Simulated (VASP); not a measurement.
# Co (P6_3/mmc) in VASP: further runs, part 2 of 2

VASP 6.6.1. The steps go on from the part before.

## 5. Single point, revPBE (volume scaled by 1.04)

Input file INCAR:

```
PREC = Accurate
ENCUT = 520
EDIFF = 1E-7
ISMEAR = -1
SIGMA = 0.1
LREAL = False
LASPH = True
NELM = 100
ALGO = Normal
ISIF = 2
LWAVE = False
LCHARG = False
GGA = RE
NBANDS = 26
```

Input file KPOINTS:

```
Automatic mesh
0
Gamma
  16 16 5
```

Input file POSCAR:

```
Co
1.0
    2.4954397650      0.0000000000      0.0000000000
   -1.2477198825      2.1611142301      0.0000000000
    0.0000000000      0.0000000000      8.1230229046
Co
4
Direct
    0.0000000000      0.0000000000      1.0000000000
    0.0000000000      0.0000000000      0.5000000000
    0.3333333333      0.6666666667      0.2500000000
    0.6666666667      0.3333333333      0.7500000000
```

Potentials or basis: VASP PAW PBE potentials, release 64 (Co).

The run is started by

```sh
> cat potpaw_PBE.64/Co/POTCAR > POTCAR
> mpirun -np 1 vasp_std > vasp.out
```

OUTCAR:

```text
PREC = Accurate
   ENCUT = 520
   EDIFF = 1E-7
   ISMEAR = -1
   LREAL = False
   LASPH = True
   NELM = 100
   ISIF = 2
   GGA = RE

 ion  position               nearest neighbor table
   1  0.000  0.000  0.000-   3 2.49   4 2.49   3 2.49   4 2.49   4 2.49   3 2.49
   2  0.000  0.000  0.500-   3 2.49   4 2.49   3 2.49   4 2.49   4 2.49   3 2.49
   3  0.333  0.667  0.250-   1 2.49   2 2.49   1 2.49   2 2.49   1 2.49   2 2.49
   4  0.667  0.333  0.750-   1 2.49   2 2.49   1 2.49   2 2.49   1 2.49   2 2.49

  LATTYP: Found a hexagonal cell.
 ALAT       =     2.4954397650
 C/A-ratio  =     3.2551468557

  Lattice vectors:

 A1 = (   2.4954397650,   0.0000000000,   0.0000000000)
 A2 = (  -1.2477198825,   2.1611142301,   0.0000000000)
 A3 = (   0.0000000000,   0.0000000000,   8.1230229046)

Analysis of symmetry for initial positions (statically):
=====================================================================
 Subroutine PRICEL returns:
 Original cell was already a primitive cell.

 Routine SETGRP: Setting up the symmetry group for a
 hexagonal supercell.

 Subroutine GETGRP returns: Found 24 space group operations
 (whereof 12 operations were pure point group operations)
 out of a pool of 24 trial point group operations.

The static configuration has the point symmetry D_3d.
 The point group associated with its full space group is D_6h.

Analysis of symmetry for dynamics (positions and initial velocities):
=====================================================================
 Subroutine PRICEL returns:
 Original cell was already a primitive cell.

 Routine SETGRP: Setting up the symmetry group for a
 hexagonal supercell.

 Subroutine GETGRP returns: Found 24 space group operations
 (whereof 12 operations were pure point group operations)
 out of a pool of 24 trial point group operations.

The dynamic configuration has the point symmetry D_3d.
 The point group associated with its full space group is D_6h.

 Subroutine INISYM returns: Found 24 space group operations
 (whereof 12 operations are pure point group operations),
 and found     1 'primitive' translations

----------------------------------------------------------------------------------------

                                     Primitive cell

  volume of cell :      43.8069

  direct lattice vectors                    reciprocal lattice vectors
     2.495439765  0.000000000  0.000000000     0.400730971  0.231362134  0.000000000
    -1.247719882  2.161114230  0.000000000     0.000000000  0.462724268  0.000000000
     0.000000000  0.000000000  8.123022905     0.000000000  0.000000000  0.123106879

  length of vectors
     2.495439765  2.495439765  8.123022905     0.462724268  0.462724268  0.123106879

  position of ions in fractional coordinates (direct lattice)
     0.000000000  0.000000000  0.000000000
     0.000000000  0.000000000  0.500000000
     0.333333333  0.666666667  0.250000000
     0.666666667  0.333333333  0.750000000

  ion indices of the primitive-cell ions
   primitive index   ion index
                 1           1
                 2           2
                 3           3
                 4           4

----------------------------------------------------------------------------------------

[... 23 lines left out ...]

 Following reciprocal coordinates:
            Coordinates               Weight
  0.000000  0.000000  0.000000      1.000000
  0.062500  0.000000  0.000000      6.000000
  0.125000  0.000000  0.000000      6.000000
  0.187500 -0.000000  0.000000      6.000000
  0.250000  0.000000  0.000000      6.000000
  0.312500  0.000000  0.000000      6.000000
[... 16 lines left out ...]
  0.187500  0.187500  0.000000      6.000000
  0.250000  0.187500  0.000000     12.000000
 [... further k-points ...]
   k-points           NKPTS =     90   k-points in BZ     NKDIM =     90   number of bands    NBANDS=     26
   number of dos      NEDOS =    301   number of ions     NIONS =      4
   total plane-waves  NPLWV =  24000
   dimension x,y,z NGX =    20 NGY =   20 NGZ =   60
   dimension x,y,z NGXF=    40 NGYF=   40 NGZF=  120
   ions per type =               4
   NGX,Y,Z   is equivalent  to a cutoff of  13.32, 13.32, 12.28 a.u.
   NGXF,Y,Z  is equivalent  to a cutoff of  26.65, 26.65, 24.56 a.u.
 SYSTEM =  unknown system
   PREC   = accura    normal or accurate (medium, high low for compatibility)
   ISTART =      0    job   : 0-new  1-cont  2-samecut
   ICHARG =      2    charge: 1-file 2-atom 10-const
   ISPIN  =      1    spin polarized calculation?
   LNONCOLLINEAR =      F non collinear calculations
   LSORBIT =      F    spin-orbit coupling
   LASPH  =      T    aspherical Exc in radial PAW
   ENCUT  =  520.0 eV  38.22 Ry    6.18 a.u.   4.64  4.64 15.10*2*pi/ulx,y,z
   NELM   =    100;   NELMIN=  2; NELMDL= -5     # of ELM steps
   EDIFF  = 0.1E-06   stopping-criterion for ELM
   LREAL  =      F    real-space projection
   EDIFFG = 0.1E-05   stopping-criterion for IOM
   NSW    =      0    number of steps for IOM
   IBRION =     -1    ionic relax: 0-MD 1-quasi-New 2-CG
   NFREE  =      0    steps in history (QN), initial steepest desc. (CG)
   ISIF   =      2    stress and relaxation
   ISYM   =      2    0-nonsym 1-usesym 2-fastsym
   POTIM  = 0.5000    time-step for ionic-motion
   TEBEG  =    0.0;   TEEND  =   0.0 temperature during run
   PSTRESS=    0.0 pullay stress
   NELECT =      36.0000    total number of electrons
   NUPDOWN=      -1.0000    fix difference up-down
   EMIN   =  10.00;   EMAX   =-10.00  energy-range for DOS
   EFERMI =   0.00;   METHOD = LEGACY
   ISMEAR =    -1;   SIGMA  =   0.10  broadening in eV -4-tet -1-fermi 0-gaus
   EFERMI_NEDOS =   21; number of points for ismear=-14 and -15
   IALGO  =     38    algorithm
   IMIX   =      4    mixing-type and parameters
     AMIX     =   0.40;   BMIX     =  1.00
     AMIX_MAG =   1.60;   BMIX_MAG =  1.00
  volume/ion in A,a.u.               =      10.95        73.91
  Fermi-wavevector in a.u.,A,eV,Ry     =   1.533421  2.897746 31.992480  2.351381
  Thomas-Fermi vector in A             =   2.640491
   LORBIT       =      0    0 simple, 1 ext, 2 COOP (PROOUT), +10 PAW based schemes
   GGA     = RE    functional components
   LHFCALC =     F    Hartree Fock is set to
   AEXX    =    0.0000 exact exchange contribution
   IVDW    =     0    specifies the selected vdW correction
   LEPSILON=     F    determine dielectric tensor
   LRPA    =     F    only Hartree local field effects (RPA)
 non-spin polarized calculation
  energy-cutoff  :      520.00
  volume of cell :       43.81
 maximum number of plane-waves:      1200
 NGX is ok and might be reduce to    20
   NGX =  9   NGY =  9   NGZ = 31

 number of electron      36.0000007 magnetization

 Free energy of the ion-electron system (eV)
  ---------------------------------------------------
  ext. energy  EPLUGINS =         0.00000000
  ---------------------------------------------------
  free energy    TOTEN  =       -25.67184766 eV

  energy without entropy =      -25.31990962  energy(sigma->0) =      -25.49587864

 E-fermi :  10.0655     XC(G=0): -13.2855

 val. band max:       10.0620536845   @ k =   0.1250   0.1250   0.0000
 cond. band min:      10.0663708934   @ k =   0.0000   0.0000   0.4000
 fundamental gap:      0.0043172089
 Fermi energy:        10.0654658398

 k-point     1 :       0.0000    0.0000    0.0000
  band No.  band energies     occupation
      1       1.3584      2.00000
      2       3.6045      2.00000
      3       3.6066      2.00000
      4       5.5663      2.00000
      5       7.9027      2.00000
      6       7.9124      2.00000
[... 685 lines left out ...]
     25      17.9996      0.00000
     26      19.9519      0.00000

 [... further k-points ...]

------------------------ aborting loop because EDIFF is reached ----------------------------------------

  FORCE on cell =-STRESS in cart. coord.  units (eV):
  Direction    XX          YY          ZZ          XY          YZ          ZX
  --------------------------------------------------------------------------------------
  -------------------------------------------------------------------------------------
  Total       -2.4045383     -2.4045383     -2.4230046      0.0000000      0.0000000     -0.0000000
  in kB      -87.9427001    -87.9427001    -88.6180788      0.0000000      0.0000000     -0.0000000
  external PRESSURE =     -88.1678264 kB  Pullay stress =       0.0000000 kB

 VOLUME and BASIS-vectors are now :
 -----------------------------------------------------------------------------
  energy-cutoff  :      520.00
  volume of cell :       43.81
      direct lattice vectors                 reciprocal lattice vectors
     2.495439765  0.000000000  0.000000000     0.400730971  0.231362134  0.000000000
    -1.247719882  2.161114230  0.000000000     0.000000000  0.462724268  0.000000000
     0.000000000  0.000000000  8.123022905     0.000000000  0.000000000  0.123106879

 POSITION                                       TOTAL-FORCE (eV/Angst)
 -----------------------------------------------------------------------------------
      0.00000      0.00000      0.00000        -0.000000      0.000000     -0.000000
      0.00000      0.00000      4.06151        -0.000000      0.000000     -0.000000
     -0.00000      1.44074      2.03076         0.000000      0.000000      0.000000
      1.24772      0.72037      6.09227        -0.000000      0.000000      0.000000
 -----------------------------------------------------------------------------------
    total drift:                                0.000000     -0.000000      0.000000

  FREE ENERGIE OF THE ION-ELECTRON SYSTEM (eV)
  ---------------------------------------------------
  free  energy   TOTEN  =       -25.6718476635 eV

  energy  without entropy=      -25.3199096248  energy(sigma->0) =      -25.49587864
```

stdout:

```text
POSCAR found type information on POSCAR Co
 POSCAR found :  1 types and       4 ions
 scaLAPACK will be used
 -----------------------------------------------------------------------------
|                                                                             |
|                                                                             |
|     You enforced a specific xc type in the INCAR file but a different       |
|     I HOPE YOU KNOW WHAT YOU ARE DOING!                                     |
|                                                                             |
 -----------------------------------------------------------------------------

 LDA part: xc-table for (Slater+PW92), standard interpolation
 POSCAR, INCAR and KPOINTS ok, starting setup
 FFT: planning ... GRIDC
 FFT: planning ... GRID_SOFT
 FFT: planning ... GRID
 WAVECAR not read
 entering main loop
```

Wall time 57 s (1 thread of Intel Xeon 6975P-C (Granite Rapids), shared host); peak memory 0.21 GiB.

Results:

* Free energy: -25.6718 eV
* Pressure: -8.8 GPa
* Band gap on the k mesh: zero (band 18 reaches 10.50 eV, above the bottom of band 19 at 9.48 eV)

Caveat: the PAW data sets were made with another functional, which shifts forces and pressure a little; the run has no spin polarisation, though such a crystal can be magnetic. Spin polarisation is off, so any magnetic state and its effect on volume and gap are missing.

## 6. Single point, revPBE (volume scaled by 1.08)

Input file INCAR:

```
ALGO = Normal
EDIFF = 1E-6
ENCUT = 520
GGA = RE
ISIF = 2
ISMEAR = -1
LASPH = True
LCHARG = False
LREAL = False
LWAVE = False
NBANDS = 26
NELM = 80
PREC = Accurate
SIGMA = 0.1
```

Input file KPOINTS:

```
k-points
0
Gamma
  16 16 5
```

Input file POSCAR:

```
Co
1.0
    2.5270309638      0.0000000000      0.0000000000
   -1.2635154819      2.1884730108      0.0000000000
    0.0000000000      0.0000000000      8.2258568960
Co
4
Direct
    0.0000000000      0.0000000000      1.0000000000
    0.0000000000      0.0000000000      0.5000000000
    0.3333333333      0.6666666667      0.2500000000
    0.6666666667      0.3333333333      0.7500000000
```

Potentials or basis: VASP PAW PBE potentials, release 64 (Co).

The run is started by

```sh
> cat potpaw_PBE.64/Co/POTCAR > POTCAR
> mpirun -np 1 vasp_std > vasp.out
```

OUTCAR:

```text
EDIFF = 1E-6
   ENCUT = 520
   GGA = RE
   ISIF = 2
   ISMEAR = -1
   LASPH = True
   LREAL = False
   NELM = 80
   PREC = Accurate

 ion  position               nearest neighbor table
   1  0.000  0.000  0.000-   3 2.52   4 2.52   3 2.52   4 2.52   4 2.52   3 2.52
   2  0.000  0.000  0.500-   3 2.52   4 2.52   3 2.52   4 2.52   4 2.52   3 2.52
   3  0.333  0.667  0.250-   1 2.52   2 2.52   1 2.52   2 2.52   1 2.52   2 2.52
   4  0.667  0.333  0.750-   1 2.52   2 2.52   1 2.52   2 2.52   1 2.52   2 2.52

[... 898 lines left out ...]
  Direction    XX          YY          ZZ          XY          YZ          ZX
  --------------------------------------------------------------------------------------
  -------------------------------------------------------------------------------------
  Total       -4.3188182     -4.3188182     -4.3580936      0.0000000      0.0000000      0.0000000
  in kB     -152.1046866   -152.1046866   -153.4879303      0.0000000      0.0000000      0.0000000
  external PRESSURE =    -152.5657679 kB  Pullay stress =       0.0000000 kB

 VOLUME and BASIS-vectors are now :
 -----------------------------------------------------------------------------
  energy-cutoff  :      520.00
  volume of cell :       45.49
      direct lattice vectors                 reciprocal lattice vectors
     2.527030964  0.000000000  0.000000000     0.395721309  0.228469804  0.000000000
    -1.263515482  2.188473011  0.000000000     0.000000000  0.456939608  0.000000000
     0.000000000  0.000000000  8.225856896     0.000000000  0.000000000  0.121567882

 POSITION                                       TOTAL-FORCE (eV/Angst)
 -----------------------------------------------------------------------------------
      0.00000      0.00000      0.00000        -0.000000      0.000000      0.000000
      0.00000      0.00000      4.11293        -0.000000      0.000000      0.000000
     -0.00000      1.45898      2.05646         0.000000      0.000000      0.000000
      1.26352      0.72949      6.16939         0.000000      0.000000      0.000000
 -----------------------------------------------------------------------------------
    total drift:                                0.000000     -0.000000      0.000000

  FREE ENERGIE OF THE ION-ELECTRON SYSTEM (eV)
  ---------------------------------------------------
  free  energy   TOTEN  =       -25.5438039026 eV

  energy  without entropy=      -25.1724123958  energy(sigma->0) =      -25.35810815
```

OSZICAR:

```text
N       E                     dE             d eps       ncg     rms          rms(c)
DAV:   1     0.236242418771E+03    0.23624E+03   -0.15765E+04  4720   0.183E+03
DAV:   2    -0.174928190187E+02   -0.25374E+03   -0.24191E+03  4684   0.340E+02
DAV:   3    -0.303756883716E+02   -0.12883E+02   -0.12009E+02  4828   0.107E+02
DAV:   4    -0.305880332150E+02   -0.21234E+00   -0.21175E+00  5372   0.134E+01
DAV:   5    -0.305962041243E+02   -0.81709E-02   -0.81701E-02  6044   0.206E+00    0.191E+01
DAV:   6    -0.267150786414E+02    0.38811E+01   -0.41980E+01  4850   0.913E+01    0.905E+00
DAV:   7    -0.256826669596E+02    0.10324E+01   -0.65280E+00  4886   0.372E+01    0.506E+00
DAV:   8    -0.273480216206E+02   -0.16654E+01   -0.75950E+00  5510   0.470E+01    0.194E+01
DAV:   9    -0.255542891021E+02    0.17937E+01   -0.22011E+00  5580   0.330E+01    0.105E+00
DAV:  10    -0.255480798340E+02    0.62093E-02   -0.94570E-02  4986   0.308E+00    0.421E-01
DAV:  11    -0.255441961677E+02    0.38837E-02   -0.41551E-03  6082   0.739E-01    0.146E-01
DAV:  12    -0.255438142856E+02    0.38188E-03   -0.30330E-04  5274   0.199E-01    0.601E-02
DAV:  13    -0.255438067157E+02    0.75699E-05   -0.32163E-05  5450   0.562E-02    0.190E-02
DAV:  14    -0.255438046356E+02    0.20801E-05   -0.29817E-06  4336   0.195E-02    0.347E-03
DAV:  15    -0.255438039026E+02    0.73298E-06   -0.19002E-07  2428   0.571E-03
   1 F= -.25543804E+02 E0= -.25358108E+02  d E =-.371392E+00
```

Wall time 45 s (1 thread of Intel Xeon 6975P-C (Granite Rapids), shared host); peak memory 0.21 GiB.

Results:

```
Free energy            : -25.5438 eV
Pressure               : -15.3 GPa
Band gap on the k mesh : zero (band 18 reaches 9.93 eV, above the bottom of band 19 at 8.97 eV)
```

Stress tensor (GPa, compression positive):
```
-15.21   0.00   0.00
  0.00 -15.21   0.00
  0.00   0.00 -15.35
```

Caveat: the PAW data sets were made with another functional, which shifts forces and pressure a little; the run has no spin polarisation, though such a crystal can be magnetic.

## 7. The runs side by side

```tsv
cell	k mesh	gap on the mesh (eV)	pressure (GPa)
a = 2.463, b = 2.463, c = 8.018 Å, angles 90.0, 90.0, 120.0°, 4 atoms	14 × 14 × 4	none	-0.6
a = 2.360, b = 2.360, c = 7.683 Å, angles 90.0, 90.0, 120.0°, 4 atoms	16 × 16 × 5	none	39.2
a = 2.463, b = 2.463, c = 8.018 Å, angles 90.0, 90.0, 120.0°, 4 atoms	16 × 16 × 5	none	-0.6
a = 2.495, b = 2.495, c = 8.123 Å, angles 90.0, 90.0, 120.0°, 4 atoms	16 × 16 × 5	none	-8.8
a = 2.527, b = 2.527, c = 8.226 Å, angles 90.0, 90.0, 120.0°, 4 atoms	16 × 16 × 5	none	-15.3
```

Alike in all rows: task single point; level revPBE; potentials or basis VASP PAW PBE potentials, release 64 (Co); no spin polarisation; cutoff (eV) 520; smearing fermi-dirac 0.1 eV.

Caveats: the PAW data sets were made with another functional, which shifts forces and pressure a little; the run has no spin polarisation, though such a crystal can be magnetic.

Absolute energies hang on the potentials; compare differences alone.
